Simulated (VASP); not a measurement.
Write the native input for VASP 6.6.1 that does the following.

```yaml
Task: single point
Functional: PBE
Potentials_or_basis: VASP PAW PBE potentials, release 64 (Mg, Zn, S)
Cutoff: 520 eV
k_mesh: 6 × 4 × 4
Occupations: gaussian, width 0.2 eV
Spin: no spin polarisation
Dipole_correction: no
Further_INCAR_settings: ALGO = Normal; EDIFF = 1e-06; NBANDS = 52
```

The structure of MgZnS lies in POSCAR:

```
MgZnS
1.0
    3.6419124537      0.0000000000      0.0000000000
    0.0000000000      7.2838249073      0.0000000000
    0.0000000000      0.0000000000      8.1594203475
Mg Zn S
4 4 4
Direct
    0.5000000000      0.0000000000      0.8284927647
    0.5000000000      0.5000000000      0.8284927647
    0.0000000000      0.2500000000      0.1715072353
    1.0000000000      0.7500000000      0.1715072353
    0.0000000000      0.2500000000      0.5359909247
    0.0000000000      0.7500000000      0.5359909247
    0.5000000000      0.5000000000      0.4640090753
    0.5000000000      0.0000000000      0.4640090753
    0.0000000000      0.2500000000      0.8410113626
    1.0000000000      0.7500000000      0.8410113626
    0.5000000000      0.0000000000      0.1589886374
    0.5000000000      0.5000000000      0.1589886374
```

The input as run:

INCAR

```
PREC = Accurate
ENCUT = 520
EDIFF = 1E-6
ISMEAR = 0
SIGMA = 0.2
LREAL = F
LASPH = T
NELM = 100
ALGO = Normal
ISIF = 2
LWAVE = F
LCHARG = T
GGA = PE
LELF = T
LVHAR = T
NBANDS = 52
```

KPOINTS

```
Automatic mesh
0
Gamma
  6 4 4
```

Potentials or basis: VASP PAW PBE potentials, release 64 (Mg, Zn, S).

Command:

```bash
$ cat potpaw_PBE.64/Mg/POTCAR potpaw_PBE.64/Zn/POTCAR potpaw_PBE.64/S/POTCAR > POTCAR
$ mpirun -np 1 vasp_std > vasp.out
```

It gave:

The pressure is -0.2 GPa. The largest force is 0.013 eV/Å and the band gap on the k mesh is zero (bands 40 and 41 overlap by 2.41 eV).

Wall time 3.9 min on 1 thread of Intel(R) Xeon(R) Platinum 8488C (Sapphire Rapids), on a shared host, peak memory 0.48 GiB.
